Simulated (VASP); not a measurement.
# Er3H (Pm-3m) in VASP: notebook, part 2 of 2

VASP 6.6.1.

### Step 4. Relaxation of cell and atoms, PBE

File INCAR:

```
SYSTEM = Er3H
ALGO = Normal
EDIFF = 1E-7
EDIFFG = -0.01
ENCUT = 500
GGA = PE
GGA_COMPAT = .FALSE.
IBRION = 2
ISIF = 3
ISMEAR = 0
LASPH = .TRUE.
LCHARG = .FALSE.
LMAXMIX = 6
LREAL = .FALSE.
LWAVE = .FALSE.
NELM = 200
NELMIN = 4
NSW = 100
PREC = Accurate
SIGMA = 0.1
```

File KPOINTS:

```
k-points
0
G
  10 10 10
  0 0 0
```

File POSCAR:

```
Er3H
1.0
    4.6443900100      0.0000000000      0.0000000000
    0.0000000000      4.6443900100      0.0000000000
    0.0000000000      0.0000000000      4.6443900100
Er H
3 1
Direct
    0.0000000000      0.5000000000      0.5000000000
    0.5000000000      0.0000000000      0.5000000000
    0.5000000000      0.5000000000      0.0000000000
    0.0000000000      0.0000000000      0.0000000000
```

Potentials or basis: VASP PAW PBE potentials, release 64 (Er_3, H), 4f in core.

Command:

```
$ cat potpaw_PBE.64/Er_3/POTCAR potpaw_PBE.64/H/POTCAR > POTCAR
$ mpirun -np 1 vasp_std > vasp.out
```

OUTCAR:

```text
SYSTEM = Er3H
   EDIFF = 1E-7
   EDIFFG = -0.01
   ENCUT = 500
   GGA = PE
   IBRION = 2
   ISIF = 3
   ISMEAR = 0
   LASPH = .TRUE.
   LREAL = .FALSE.
   NELM = 200
   NELMIN = 4
   NSW = 100
   PREC = Accurate

 ion  position               nearest neighbor table
   1  0.000  0.500  0.500-   2 3.28   3 3.28   3 3.28   2 3.28   2 3.28   3 3.28   3 3.28   2 3.28

   2  0.500  0.000  0.500-   1 3.28   3 3.28   3 3.28   1 3.28   3 3.28   3 3.28   1 3.28   1 3.28

   3  0.500  0.500  0.000-   1 3.28   2 3.28   1 3.28   2 3.28   2 3.28   2 3.28   1 3.28   1 3.28

   4  0.000  0.000  0.000-

  LATTYP: Found a simple cubic cell.
 ALAT       =     4.6443900100

  Lattice vectors:

 A1 = (   4.6443900100,   0.0000000000,   0.0000000000)
 A2 = (   0.0000000000,   4.6443900100,   0.0000000000)
 A3 = (   0.0000000000,   0.0000000000,   4.6443900100)

Analysis of symmetry for initial positions (statically):
=====================================================================
 Subroutine PRICEL returns:
 Original cell was already a primitive cell.

 Routine SETGRP: Setting up the symmetry group for a
 simple cubic supercell.

 Subroutine GETGRP returns: Found 48 space group operations
 (whereof 48 operations were pure point group operations)
 out of a pool of 48 trial point group operations.

The static configuration has the point symmetry O_h .

Analysis of symmetry for dynamics (positions and initial velocities):
=====================================================================
 Subroutine PRICEL returns:
 Original cell was already a primitive cell.

 Routine SETGRP: Setting up the symmetry group for a
 simple cubic supercell.

 Subroutine GETGRP returns: Found 48 space group operations
 (whereof 48 operations were pure point group operations)
 out of a pool of 48 trial point group operations.

The dynamic configuration has the point symmetry O_h .

 Subroutine INISYM returns: Found 48 space group operations
 (whereof 48 operations are pure point group operations),
 and found     1 'primitive' translations

----------------------------------------------------------------------------------------

                                     Primitive cell

  volume of cell :     100.1812

  direct lattice vectors                    reciprocal lattice vectors
     4.644390010  0.000000000  0.000000000     0.215313528  0.000000000  0.000000000
     0.000000000  4.644390010  0.000000000     0.000000000  0.215313528  0.000000000
     0.000000000  0.000000000  4.644390010     0.000000000  0.000000000  0.215313528

  length of vectors
     4.644390010  4.644390010  4.644390010     0.215313528  0.215313528  0.215313528

  position of ions in fractional coordinates (direct lattice)
     0.000000000  0.500000000  0.500000000
     0.500000000  0.000000000  0.500000000
     0.500000000  0.500000000  0.000000000
     0.000000000  0.000000000  0.000000000

  ion indices of the primitive-cell ions
   primitive index   ion index
                 1           1
                 2           2
                 3           3
                 4           4

[... 51 lines left out ...]
  0.300000  0.100000  0.100000     24.000000
 [... further k-points ...]
   k-points           NKPTS =     56   k-points in BZ     NKDIM =     56   number of bands    NBANDS=     18
   number of dos      NEDOS =    301   number of ions     NIONS =      4
   total plane-waves  NPLWV =  46656
   dimension x,y,z NGX =    36 NGY =   36 NGZ =   36
   dimension x,y,z NGXF=    72 NGYF=   72 NGZF=   72
   ions per type =               3   1
   NGX,Y,Z   is equivalent  to a cutoff of  12.89, 12.89, 12.89 a.u.
   NGXF,Y,Z  is equivalent  to a cutoff of  25.77, 25.77, 25.77 a.u.
 SYSTEM =  Er3H
   PREC   = accura    normal or accurate (medium, high low for compatibility)
   ISTART =      0    job   : 0-new  1-cont  2-samecut
   ICHARG =      2    charge: 1-file 2-atom 10-const
   ISPIN  =      1    spin polarized calculation?
   LNONCOLLINEAR =      F non collinear calculations
   LSORBIT =      F    spin-orbit coupling
   LASPH  =      T    aspherical Exc in radial PAW
   ENCUT  =  500.0 eV  36.75 Ry    6.06 a.u.   8.47  8.47  8.47*2*pi/ulx,y,z
   NELM   =    200;   NELMIN=  4; NELMDL= -5     # of ELM steps
   EDIFF  = 0.1E-06   stopping-criterion for ELM
   LREAL  =      F    real-space projection
   EDIFFG = -.1E-01   stopping-criterion for IOM
   NSW    =    100    number of steps for IOM
   IBRION =      2    ionic relax: 0-MD 1-quasi-New 2-CG
   NFREE  =      1    steps in history (QN), initial steepest desc. (CG)
   ISIF   =      3    stress and relaxation
   ISYM   =      2    0-nonsym 1-usesym 2-fastsym
   POTIM  = 0.5000    time-step for ionic-motion
   TEBEG  =    0.0;   TEEND  =   0.0 temperature during run
   PSTRESS=    0.0 pullay stress
   NELECT =      28.0000    total number of electrons
   NUPDOWN=      -1.0000    fix difference up-down
   EMIN   =  10.00;   EMAX   =-10.00  energy-range for DOS
   EFERMI =   0.00;   METHOD = LEGACY
   ISMEAR =     0;   SIGMA  =   0.10  broadening in eV -4-tet -1-fermi 0-gaus
   EFERMI_NEDOS =   21; number of points for ismear=-14 and -15
   IALGO  =     38    algorithm
   IMIX   =      4    mixing-type and parameters
     AMIX     =   0.40;   BMIX     =  1.00
     AMIX_MAG =   1.60;   BMIX_MAG =  1.00
  volume/ion in A,a.u.               =      25.05       169.01
  Fermi-wavevector in a.u.,A,eV,Ry     =   1.070366  2.022698 15.587958  1.145683
  Thomas-Fermi vector in A             =   2.206073
   LORBIT       =      0    0 simple, 1 ext, 2 COOP (PROOUT), +10 PAW based schemes
   GGA     = PE    functional components
   LHFCALC =     F    Hartree Fock is set to
   AEXX    =    0.0000 exact exchange contribution
   IVDW    =     0    specifies the selected vdW correction
   LEPSILON=     F    determine dielectric tensor
   LRPA    =     F    only Hartree local field effects (RPA)
 conjugate gradient relaxation of ions
 non-spin polarized calculation
 Gauss-broadening in eV      SIGMA  =   0.10
  energy-cutoff  :      500.00
  volume of cell :      100.18
 maximum number of plane-waves:      2562
 NGX is ok and might be reduce to    36
   NGX = 17   NGY = 17   NGZ = 17

--------------------------------------- Ionic step        1  -------------------------------------------

 number of electron      28.0000008 magnetization

 Free energy of the ion-electron system (eV)
  ---------------------------------------------------
  ext. energy  EPLUGINS =         0.00000000
  ---------------------------------------------------
  free energy    TOTEN  =       -14.15880077 eV

  energy without entropy =      -14.13479225  energy(sigma->0) =      -14.14679651

------------------------ aborting loop because EDIFF is reached ----------------------------------------

  FORCE on cell =-STRESS in cart. coord.  units (eV):
  Direction    XX          YY          ZZ          XY          YZ          ZX
  --------------------------------------------------------------------------------------
  -------------------------------------------------------------------------------------
  Total        0.3450400      0.3450400      0.3450400      0.0000000     -0.0000000     -0.0000000
  in kB        5.5181555      5.5181555      5.5181555      0.0000000     -0.0000000     -0.0000000
  external PRESSURE =       5.5181555 kB  Pullay stress =       0.0000000 kB
[... 63 lines left out ...]
--------------------------------------- Ionic step        3  -------------------------------------------

 number of electron      28.0000006 magnetization

 Free energy of the ion-electron system (eV)
  ---------------------------------------------------
  ext. energy  EPLUGINS =         0.00000000
  ---------------------------------------------------
  free energy    TOTEN  =       -14.16150141 eV

  energy without entropy =      -14.13675000  energy(sigma->0) =      -14.14912571

 E-fermi :   2.6725     XC(G=0):  -9.5437

 val. band max:        2.6692507938   @ k =   0.3000   0.1000   0.0000
 cond. band min:       2.6826868303   @ k =   0.4000   0.2000   0.1000
 fundamental gap:      0.0134360365
 Fermi energy:         2.6724725171

 k-point     1 :       0.0000    0.0000    0.0000
  band No.  band energies     occupation
      1     -22.4893      2.00000
      2     -22.4893      2.00000
      3     -22.4893      2.00000
      4     -22.1104      2.00000
      5     -22.1104      2.00000
      6     -22.1104      2.00000
[... 481 lines left out ...]
      5     -22.1446      2.00000
      6     -22.0658      2.00000
[... 10 lines left out ...]
     17       3.7484      0.00000
     18       4.3337      0.00000

 [... further k-points ...]

------------------------ aborting loop because EDIFF is reached ----------------------------------------

  FORCE on cell =-STRESS in cart. coord.  units (eV):
  Direction    XX          YY          ZZ          XY          YZ          ZX
  --------------------------------------------------------------------------------------
  -------------------------------------------------------------------------------------
  Total       -0.0026863     -0.0026863     -0.0026863     -0.0000000     -0.0000000      0.0000000
  in kB       -0.0422847     -0.0422847     -0.0422847     -0.0000000     -0.0000000      0.0000000
  external PRESSURE =      -0.0422847 kB  Pullay stress =       0.0000000 kB
[... 19 lines left out ...]
  FREE ENERGIE OF THE ION-ELECTRON SYSTEM (eV)
  ---------------------------------------------------
  free  energy   TOTEN  =       -14.1615014128 eV

  energy  without entropy=      -14.1367500049  energy(sigma->0) =      -14.14912571

 reached required accuracy - stopping structural energy minimisation
```

OSZICAR:

```text
N       E                     dE             d eps       ncg     rms          rms(c)
DAV:   1     0.102922379436E+03    0.10292E+03   -0.12585E+04  3460   0.145E+03
DAV:   2    -0.514534129432E+01   -0.10807E+03   -0.10624E+03  3314   0.713E+02
DAV:   3    -0.133955791682E+02   -0.82502E+01   -0.76619E+01  3562   0.136E+02
[... 26 lines left out ...]
DAV:   3    -0.141615248126E+02    0.32218E-03   -0.58956E-04  3322   0.390E-01    0.339E-02
DAV:   4    -0.141615019705E+02    0.22842E-04   -0.11756E-04  3472   0.178E-01    0.200E-02
DAV:   5    -0.141615014862E+02    0.48426E-06   -0.13833E-05  3494   0.635E-02    0.868E-03
DAV:   6    -0.141615014133E+02    0.72854E-07   -0.23923E-06  3142   0.255E-02    0.206E-03
DAV:   7    -0.141615014128E+02    0.50431E-09   -0.91981E-08  1794   0.840E-03
   3 F= -.14161501E+02 E0= -.14149126E+02  d E =-.270064E-02
```

It took 1.7 min on 1 thread of Intel Xeon 6975P-C (Granite Rapids), shared host; peak memory 0.26 GiB.

Results:

- Free energy: -14.1615 eV
- Relaxed volume: 25.45 Å³/atom
- Relaxed cell: a = 4.669 Å, b = 4.669 Å, c = 4.669 Å, α = 90.00°, β = 90.00°, γ = 90.00°
- Space group after relaxing (to 0.1 Å): Pm-3m (No. 221)
- Energy gained by relaxing: 0.7 meV/atom
- Ionic steps: 3
- Pressure after relaxing: 0.0 GPa
- Band gap on the k mesh: zero (bands 14 and 15 overlap by 1.92 eV)

The path:
```tsv
step	energy change (eV)	largest force (eV/Å)	pressure (GPa)	volume (Å³)
1	0.0000	0.0000	0.55	100.18
2	-0.0026	0.0000	0.11	101.44
3	-0.0027	0.0000	0.00	101.78
```

Final structure:
```cif
data_structure
_symmetry_space_group_name_H-M 'P 1'
_symmetry_Int_Tables_number 1
_cell_length_a 4.6690
_cell_length_b 4.6690
_cell_length_c 4.6690
_cell_angle_alpha 90.000
_cell_angle_beta 90.000
_cell_angle_gamma 90.000
_cell_volume 101.78
loop_
_atom_site_label
_atom_site_type_symbol
_atom_site_fract_x
_atom_site_fract_y
_atom_site_fract_z
_atom_site_occupancy
Er1 Er 0.00000 0.50000 0.50000 1
Er2 Er 0.50000 0.00000 0.50000 1
Er3 Er 0.50000 0.50000 0.00000 1
H1 H 0.00000 0.00000 0.00000 1
```

Levels at points of the mesh, in eV from the Fermi level:
```tsv
k point	band 11	band 12	band 13	band 14	band 15	band 16	band 17	band 18
(0.00, 0.00, 0.00)	-3.12	-1.09	-1.09	-0.59	-0.59	-0.59	1.46	3.15
(0.50, 0.00, 0.00)	-3.57	-1.18	-0.14	0.31	0.31	0.63	1.16	1.40
(0.50, 0.50, 0.00)	-1.84	-1.84	-1.24	0.29	0.38	0.57	0.57	1.64
(0.50, 0.50, 0.50)	-1.94	-1.94	-1.94	1.34	1.34	1.34	1.39	1.70
```

Caveat: spin-orbit coupling is left out, which moves the levels of the heavy elements; the 4f electrons are frozen in the core, so they carry no moment and show no levels.

### Step 5. Overview

```tsv
task	cell	k mesh	gap on the mesh (eV)	pressure (GPa)
single point	a = 4.644 Å, 4 atoms	4 × 4 × 4	none	0.4
single point	a = 4.655 Å, 4 atoms	10 × 10 × 10	none	0.3
relaxation of cell and atoms	relaxed from a = 4.644 Å, 4 atoms	10 × 10 × 10	none	0.0
```

Alike in all rows: level PBE; potentials or basis VASP PAW PBE potentials, release 64 (Er_3, H), 4f in core; no spin polarisation; cutoff (eV) 500; smearing gaussian 0.1 eV.

Caveats: spin-orbit coupling is left out, which moves the levels of the heavy elements; the 4f electrons are frozen in the core, so they carry no moment and show no levels.

Absolute energies hang on the potentials; compare differences alone.
